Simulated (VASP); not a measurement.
BiTe: relaxation of the atoms with PBE

Crystal: BiTe.

```xyz
12
Lattice="4.4513 0.0000 0.0000 -2.2256 3.8549 0.0000 0.0000 0.0000 24.2093" Properties=species:S:1:pos:R:3 pbc="T T T"
Bi    0.0000    0.0000    3.0205
Bi    0.0000    0.0000   21.1888
Bi    0.0000    2.5699    7.0599
Bi    2.2256    1.2850   17.1494
Bi    2.2256    1.2850   11.2561
Bi    0.0000    2.5699   12.9532
Te    0.0000    2.5699    1.2975
Te    2.2256    1.2850   22.9118
Te    2.2256    1.2850    5.0529
Te    0.0000    2.5699   19.1563
Te    0.0000    0.0000    8.8026
Te    0.0000    0.0000   15.4067
```

```
Program                : VASP 6.6.1
Task                   : relaxation of the atoms
Functional             : PBE
Potentials or basis    : VASP PAW PBE potentials, release 64 (Bi_d, Te)
Cutoff                 : 520 eV
k mesh                 : 11 × 11 × 2
Occupations            : fermi-dirac, width 0.05 eV
Spin                   : no spin polarisation
Dipole correction      : no
Further INCAR settings : ALGO = Normal; EDIFF = 1e-07; IBRION = 2; EDIFFG = -0.02; NSW = 80
```

```json
{
  "Energy gained by relaxing": "0.4 meV/atom",
  "Ionic steps": "6",
  "Pressure after relaxing": "1.2 GPa",
  "Largest force after relaxing": "0.019 eV/Å",
  "Band gap on the k mesh": "0.13 eV (least direct gap 0.20 eV)"
}
```

Forces on the atoms (eV/Å):
```
Bi   0.000  0.000  0.013
Bi   0.000  0.000 -0.013
Bi   0.000  0.000 -0.019
Bi   0.000  0.000  0.019
Bi   0.000  0.000 -0.007
Bi   0.000  0.000  0.007
Te   0.000  0.000  0.014
Te   0.000  0.000 -0.014
Te   0.000  0.000  0.007
Te   0.000  0.000 -0.007
Te   0.000  0.000 -0.005
Te   0.000  0.000  0.005
```

The path:
| step | energy change (eV) | largest force (eV/Å) | pressure (GPa) |
| --- | --- | --- | --- |
| 1 | 0.0000 | 0.1077 | 0.96 |
| 2 | -0.0023 | 0.0723 | 1.02 |
| 3 | -0.0033 | 0.0712 | 1.16 |
| 4 | -0.0035 | 0.0461 | 1.12 |
| 5 | -0.0041 | 0.0380 | 1.13 |
| 6 | -0.0051 | 0.0186 | 1.16 |

Final structure:
```
CELL_PARAMETERS angstrom
4.45128 0.00000 0.00000
-2.22564 3.85492 0.00000
0.00000 0.00000 24.20928
ATOMIC_POSITIONS crystal
Bi 0.00000 0.00000 0.12499
Bi 0.00000 0.00000 0.87501
Bi 0.33333 0.66667 0.29149
Bi 0.66667 0.33333 0.70851
Bi 0.66667 0.33333 0.46535
Bi 0.33333 0.66667 0.53465
Te 0.33333 0.66667 0.05450
Te 0.66667 0.33333 0.94550
Te 0.66667 0.33333 0.20872
Te 0.33333 0.66667 0.79128
Te 0.00000 0.00000 0.36282
Te 0.00000 0.00000 0.63718
```

Levels at points of the mesh, in eV from the valence-band top:
```tsv
k point	band 61	band 62	band 63	band 64	band 65	band 66
(0.00, 0.00, 0.00)	-0.34	-0.34	-0.13	0.21	0.54	0.54
(0.00, 0.00, 0.50)	-0.33	-0.33	-0.07	0.13	0.44	0.44
```

Wall time 15 min on 8 MPI ranks on Intel(R) Xeon(R) 6975P-C (Granite Rapids), on a shared host, peak memory 1.1 GiB a rank.

Caveat: spin-orbit coupling is left out, which moves the levels of the heavy elements. A k mesh can miss the band edges.
